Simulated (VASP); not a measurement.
# Al (Pm-3m) in VASP: further runs

The runs below take Al through single point, with PBE.

Everything below comes from runs of VASP 6.6.1. Logs are shortened: lines on timing, memory, paths and dates and some standing lists are left out, and cuts for length are marked.

**1. The cell of the first run**

It takes space group Pm-3m (No. 221, cubic). The conventional cell has a = 2.074 Å, b = 2.074 Å, c = 2.074 Å, α = 90.00°, β = 90.00°, γ = 90.00°. Within 2.7 Å of Al (site symmetry m-3m) lie 6 Al at 2.07 Å.

**2. Single point, PBE**

File INCAR:

```
PREC = Accurate
ENCUT = 520
EDIFF = 1E-6
ISMEAR = -1
SIGMA = 0.08
LREAL = F
LASPH = T
NELM = 100
ALGO = Normal
ISIF = 2
LWAVE = F
LCHARG = F
GGA = PE
NBANDS = 8
```

File KPOINTS:

```
Automatic mesh
0
Gamma
  18 18 18
```

File POSCAR:

```
Al
1.0
    2.0742950480      0.0000000000      0.0000000000
    0.0000000000      2.0742950480      0.0000000000
    0.0000000000      0.0000000000      2.0742950480
Al
1
Direct
    0.0000000000      0.0000000000      0.0000000000
```

Potentials or basis: VASP PAW PBE potentials, release 64 (Al).

Launch:

```
$ cat potpaw_PBE.64/Al/POTCAR > POTCAR
$ mpirun -np 1 vasp_std > vasp.out
```

OUTCAR:

```text
PREC = Accurate
   ENCUT = 520
   EDIFF = 1E-6
   ISMEAR = -1
   LREAL = F
   LASPH = T
   NELM = 100
   ISIF = 2
   GGA = PE

 ion  position               nearest neighbor table
   1  0.000  0.000  0.000-

  LATTYP: Found a simple cubic cell.
 ALAT       =     2.0742950480

  Lattice vectors:

 A1 = (   2.0742950480,   0.0000000000,   0.0000000000)
 A2 = (   0.0000000000,   2.0742950480,   0.0000000000)
 A3 = (   0.0000000000,   0.0000000000,   2.0742950480)

Analysis of symmetry for initial positions (statically):
=====================================================================
 Subroutine PRICEL returns:
 Original cell was already a primitive cell.

 Routine SETGRP: Setting up the symmetry group for a
 simple cubic supercell.

 Subroutine GETGRP returns: Found 48 space group operations
 (whereof 48 operations were pure point group operations)
 out of a pool of 48 trial point group operations.

The static configuration has the point symmetry O_h .

Analysis of symmetry for dynamics (positions and initial velocities):
=====================================================================
 Subroutine PRICEL returns:
 Original cell was already a primitive cell.

 Routine SETGRP: Setting up the symmetry group for a
 simple cubic supercell.

 Subroutine GETGRP returns: Found 48 space group operations
 (whereof 48 operations were pure point group operations)
 out of a pool of 48 trial point group operations.

The dynamic configuration has the point symmetry O_h .

 Subroutine INISYM returns: Found 48 space group operations
 (whereof 48 operations are pure point group operations),
 and found     1 'primitive' translations

----------------------------------------------------------------------------------------

                                     Primitive cell

  volume of cell :       8.9251

  direct lattice vectors                    reciprocal lattice vectors
     2.074295048  0.000000000  0.000000000     0.482091495  0.000000000  0.000000000
     0.000000000  2.074295048  0.000000000     0.000000000  0.482091495  0.000000000
     0.000000000  0.000000000  2.074295048     0.000000000  0.000000000  0.482091495

  length of vectors
     2.074295048  2.074295048  2.074295048     0.482091495  0.482091495  0.482091495

  position of ions in fractional coordinates (direct lattice)
     0.000000000  0.000000000  0.000000000

  ion indices of the primitive-cell ions
   primitive index   ion index
                 1           1

----------------------------------------------------------------------------------------

 KPOINTS: Automatic mesh

Automatic generation of k-mesh.
 Grid dimensions read from file:
 generate k-points for:   18   18   18

 Generating k-lattice:

  Cartesian coordinates                     Fractional coordinates (reciprocal lattice)
     0.026782861  0.000000000  0.000000000     0.055555556  0.000000000  0.000000000
     0.000000000  0.026782861  0.000000000     0.000000000  0.055555556  0.000000000
     0.000000000  0.000000000  0.026782861     0.000000000  0.000000000  0.055555556

  Length of vectors
     0.026782861  0.026782861  0.026782861

  Shift w.r.t. Gamma in fractional coordinates (k-lattice)
     0.000000000  0.000000000  0.000000000

 Subroutine IBZKPT returns following result:
 ===========================================

 Found    220 irreducible k-points:

 Following reciprocal coordinates:
            Coordinates               Weight
  0.000000  0.000000  0.000000      1.000000
  0.055556  0.000000  0.000000      6.000000
  0.111111  0.000000  0.000000      6.000000
  0.166667  0.000000  0.000000      6.000000
  0.222222  0.000000  0.000000      6.000000
  0.277778  0.000000  0.000000      6.000000
[... 16 lines left out ...]
  0.277778  0.111111  0.000000     24.000000
  0.333333  0.111111  0.000000     24.000000
 [... further k-points ...]
   k-points           NKPTS =    220   k-points in BZ     NKDIM =    220   number of bands    NBANDS=      8
   number of dos      NEDOS =    301   number of ions     NIONS =      1
   total plane-waves  NPLWV =   4096
   dimension x,y,z NGX =    16 NGY =   16 NGZ =   16
   dimension x,y,z NGXF=    32 NGYF=   32 NGZF=   32
   ions per type =               1
   NGX,Y,Z   is equivalent  to a cutoff of  12.82, 12.82, 12.82 a.u.
   NGXF,Y,Z  is equivalent  to a cutoff of  25.65, 25.65, 25.65 a.u.
 SYSTEM =  unknown system
   PREC   = accura    normal or accurate (medium, high low for compatibility)
   ISTART =      0    job   : 0-new  1-cont  2-samecut
   ICHARG =      2    charge: 1-file 2-atom 10-const
   ISPIN  =      1    spin polarized calculation?
   LNONCOLLINEAR =      F non collinear calculations
   LSORBIT =      F    spin-orbit coupling
   LASPH  =      T    aspherical Exc in radial PAW
   ENCUT  =  520.0 eV  38.22 Ry    6.18 a.u.   3.86  3.86  3.86*2*pi/ulx,y,z
   NELM   =    100;   NELMIN=  2; NELMDL= -5     # of ELM steps
   EDIFF  = 0.1E-05   stopping-criterion for ELM
   LREAL  =      F    real-space projection
   EDIFFG = 0.1E-04   stopping-criterion for IOM
   NSW    =      0    number of steps for IOM
   IBRION =     -1    ionic relax: 0-MD 1-quasi-New 2-CG
   NFREE  =      0    steps in history (QN), initial steepest desc. (CG)
   ISIF   =      2    stress and relaxation
   ISYM   =      2    0-nonsym 1-usesym 2-fastsym
   POTIM  = 0.5000    time-step for ionic-motion
   TEBEG  =    0.0;   TEEND  =   0.0 temperature during run
   PSTRESS=    0.0 pullay stress
   NELECT =       3.0000    total number of electrons
   NUPDOWN=      -1.0000    fix difference up-down
   EMIN   =  10.00;   EMAX   =-10.00  energy-range for DOS
   EFERMI =   0.00;   METHOD = LEGACY
   ISMEAR =    -1;   SIGMA  =   0.08  broadening in eV -4-tet -1-fermi 0-gaus
   EFERMI_NEDOS =   21; number of points for ismear=-14 and -15
   IALGO  =     38    algorithm
   IMIX   =      4    mixing-type and parameters
     AMIX     =   0.40;   BMIX     =  1.00
     AMIX_MAG =   1.60;   BMIX_MAG =  1.00
  volume/ion in A,a.u.               =       8.93        60.23
  Fermi-wavevector in a.u.,A,eV,Ry     =   1.138269  2.151016 17.628459  1.295655
  Thomas-Fermi vector in A             =   2.274973
   LORBIT       =      0    0 simple, 1 ext, 2 COOP (PROOUT), +10 PAW based schemes
   GGA     = PE    functional components
   LHFCALC =     F    Hartree Fock is set to
   AEXX    =    0.0000 exact exchange contribution
   IVDW    =     0    specifies the selected vdW correction
   LEPSILON=     F    determine dielectric tensor
   LRPA    =     F    only Hartree local field effects (RPA)
 non-spin polarized calculation
  energy-cutoff  :      520.00
  volume of cell :        8.93
 maximum number of plane-waves:       280
 NGX is ok and might be reduce to    16
   NGX =  7   NGY =  7   NGZ =  7

 number of electron       3.0000000 magnetization

 Free energy of the ion-electron system (eV)
  ---------------------------------------------------
  ext. energy  EPLUGINS =         0.00000000
  ---------------------------------------------------
  free energy    TOTEN  =         0.83123993 eV

  energy without entropy =        0.83919716  energy(sigma->0) =        0.83521854

 E-fermi :  15.9292     XC(G=0): -12.6528

 val. band max:       15.9246375975   @ k =   0.5000   0.3889   0.2778
 cond. band min:      15.9576279142   @ k =   0.4444   0.3333   0.2778
 fundamental gap:      0.0329903167
 Fermi energy:        15.9292323622

 k-point     1 :       0.0000    0.0000    0.0000
  band No.  band energies     occupation
      1       0.2456      2.00000
      2      25.7892      0.00000
      3      25.7892      0.00000
      4      32.9855      0.00000
      5      32.9855      0.00000
      6      32.9855      0.00000
      7      44.6391      0.00000
      8      54.5389      0.00000

 k-point     2 :       0.0556    0.0000    0.0000
  band No.  band energies     occupation
      1       0.3515      2.00000
      2      25.0250      0.00000
      3      25.8812      0.00000
      4      33.0460      0.00000
      5      33.0460      0.00000
      6      33.5779      0.00000
      7      45.0249      0.00000
      8      53.7136      0.00000

 k-point     3 :       0.1111    0.0000    0.0000
  band No.  band energies     occupation
      1       0.6680      2.00000
      2      23.2541      0.00000
      3      26.1551      0.00000
      4      33.2268      0.00000
      5      33.2268      0.00000
      6      34.8548      0.00000
      7      46.1481      0.00000
      8      51.9135      0.00000

 k-point     4 :       0.1667    0.0000    0.0000
  band No.  band energies     occupation
      1       1.1927      2.00000
      2      21.0971      0.00000
      3      26.6043      0.00000
      4      33.5257      0.00000
      5      33.5257      0.00000
      6      36.2684      0.00000
      7      47.8948      0.00000
      8      49.8686      0.00000

 k-point     5 :       0.2222    0.0000    0.0000
  band No.  band energies     occupation
      1       1.9208      2.00000
      2      18.8304      0.00000
      3      27.2152      0.00000
      4      33.9378      0.00000
      5      33.9378      0.00000
      6      37.6533      0.00000
      7      47.8559      0.00000
      8      47.8559      0.00000
[... 177 lines left out ...]
 k-point    22 :       0.2222    0.1111    0.0000
  band No.  band energies     occupation
      1       2.3337      2.00000
      2      19.1132      0.00000
      3      25.1268      0.00000
      4      33.3395      0.00000
      5      34.2049      0.00000
      6      40.5978      0.00000
      7      43.8177      0.00000
      8      47.6236      0.00000

 k-point    23 :       0.2778    0.1111    0.0000
  band No.  band energies     occupation
      1       3.2536      2.00000
      2      16.9097      0.00001
      3      25.8669      0.00000
      4      33.6234      0.00000
      5      34.7343      0.00000
      6      41.6751      0.00000
      7      42.2781      0.00000
      8      45.8765      0.00000

 k-point    24 :       0.3333    0.1111    0.0000
  band No.  band energies     occupation
      1       4.3606      2.00000
      2      14.7528      2.00000
      3      26.7742      0.00000
      4      33.6314      0.00000
      5      35.3483      0.00000
      6      40.7993      0.00000
      7      43.0207      0.00000
      8      44.2717      0.00000

 [... further k-points ...]
[... 5 lines left out ...]
  --------------------------------------------------------------------------------------
  -------------------------------------------------------------------------------------
  Total       12.9048930     12.9048930     12.9048930     -0.0000000      0.0000000     -0.0000000
  in kB     2316.6125095   2316.6125095   2316.6125095     -0.0000000      0.0000000     -0.0000000
  external PRESSURE =    2316.6125095 kB  Pullay stress =       0.0000000 kB

 VOLUME and BASIS-vectors are now :
 -----------------------------------------------------------------------------
  energy-cutoff  :      520.00
  volume of cell :        8.93
      direct lattice vectors                 reciprocal lattice vectors
     2.074295048  0.000000000  0.000000000     0.482091495  0.000000000  0.000000000
     0.000000000  2.074295048  0.000000000     0.000000000  0.482091495  0.000000000
     0.000000000  0.000000000  2.074295048     0.000000000  0.000000000  0.482091495

 POSITION                                       TOTAL-FORCE (eV/Angst)
 -----------------------------------------------------------------------------------
      0.00000      0.00000      0.00000         0.000000      0.000000      0.000000
 -----------------------------------------------------------------------------------
    total drift:                                0.000000      0.000000      0.000000

  FREE ENERGIE OF THE ION-ELECTRON SYSTEM (eV)
  ---------------------------------------------------
  free  energy   TOTEN  =         0.8312399317 eV

  energy  without entropy=        0.8391971561  energy(sigma->0) =        0.83521854
```

Run time: 10 s. Hardware: 1 thread of AMD EPYC 7R13, shared host; peak memory 0.09 GiB.

What came out:

| Quantity | Value |
| --- | --- |
| Free energy | 0.8312 eV |
| Pressure | 231.7 GPa |

Levels at points of the mesh, in eV from the Fermi level:
| k point | band 1 | band 2 | band 3 | band 4 | band 5 |
| --- | --- | --- | --- | --- | --- |
| (0.00, 0.00, 0.00) | -15.68 | 9.86 | 9.86 | 17.06 | 17.06 |
| (0.50, 0.00, 0.00) | -8.20 | -6.72 | 14.63 | 20.51 | 20.51 |
| (0.50, 0.50, 0.00) | -0.87 | -0.65 | -0.65 | 3.66 | 25.40 |
| (0.50, 0.50, 0.50) | 5.23 | 5.23 | 5.23 | 7.15 | 7.15 |

**3. Single point, PBE**

File INCAR:

```
SYSTEM = Al
PREC = Accurate ; ENCUT = 520
EDIFF = 1E-7 ; ISMEAR = -1
SIGMA = 0.08 ; LREAL = .FALSE.
LASPH = .TRUE. ; NELM = 100
ALGO = Normal ; ISIF = 2
LWAVE = .FALSE. ; LCHARG = .FALSE.
GGA = PE ; NBANDS = 8
```

File KPOINTS:

```
regular mesh
0
G
  18 18 18
  0 0 0
```

File POSCAR:

```
Al
1.0
    2.0736681621      0.0000000000      0.0000000000
    0.0000000000      2.0736681621      0.0000000000
    0.0000000000      0.0000000000      2.0736681621
Al
1
Direct
    0.0000000000      0.0000000000      0.0000000000
```

Potentials or basis: VASP PAW PBE potentials, release 64 (Al).

Launch:

```
$ cat potpaw_PBE.64/Al/POTCAR > POTCAR
$ mpirun -np 1 vasp_std > vasp.out
```

Run time: 12 s. Hardware: 1 thread of AMD EPYC 7R13, shared host; peak memory 0.09 GiB.

Results (log left out):

```yaml
Free_energy: 0.8430 eV
Pressure: 232.3 GPa
```

Levels at points of the mesh, in eV from the Fermi level:
```csv
k point,band 1,band 2,band 3,band 4,band 5,band 6
"(0.00, 0.00, 0.00)",-15.69,9.86,9.86,17.07,17.07,17.07
"(0.50, 0.00, 0.00)",-8.20,-6.72,14.63,20.52,20.52,24.61
"(0.50, 0.50, 0.00)",-0.88,-0.65,-0.65,3.66,25.41,25.41
"(0.50, 0.50, 0.50)",5.23,5.23,5.23,7.16,7.16,7.16
```
